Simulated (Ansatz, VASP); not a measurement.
# Two plane-wave programs on TiAl2

```
Ti Al
1.0
     0.00000    4.05743    4.63908
     2.58712    0.00000    4.63908
     2.58712    4.05743    0.00000
Ti Al
2 4
Direct
  0.75000 0.75000 0.75000
  0.50000 0.50000 0.50000
  0.08386 0.41614 0.08386
  0.41614 0.08386 0.41614
  0.16614 0.83386 0.16614
  0.83386 0.16614 0.83386
```

Alike in both runs: functional PBEsol; k mesh 10 × 10 × 10; occupations gaussian, width 0.1 eV; no spin polarisation.

Ansatz relaxed the structure, and its values are those at the end. VASP's run is a single point on that final structure, the one shown.

|  | VASP | Ansatz |
| --- | --- | --- |
| version | VASP 6.6.1 | Ansatz 0.2.0 |
| potentials or method | VASP PAW PBE potentials, release 64 (Ti_sv, Al), cutoff 520 eV | scalar-relativistic, plane waves, PAW |
| valence electrons in the cell | 36 | 36 |

|  | VASP | Ansatz | Ansatz less VASP |
| --- | --- | --- | --- |
| gap on the k mesh at the Fermi level (eV) | none | none | - |
| pressure (GPa) | 0.1 | 0.0 | -0.08 |

VASP's potentials were made for PBE, not for PBEsol. A gap of «none» marks a metal or a gap that the smearing closes.
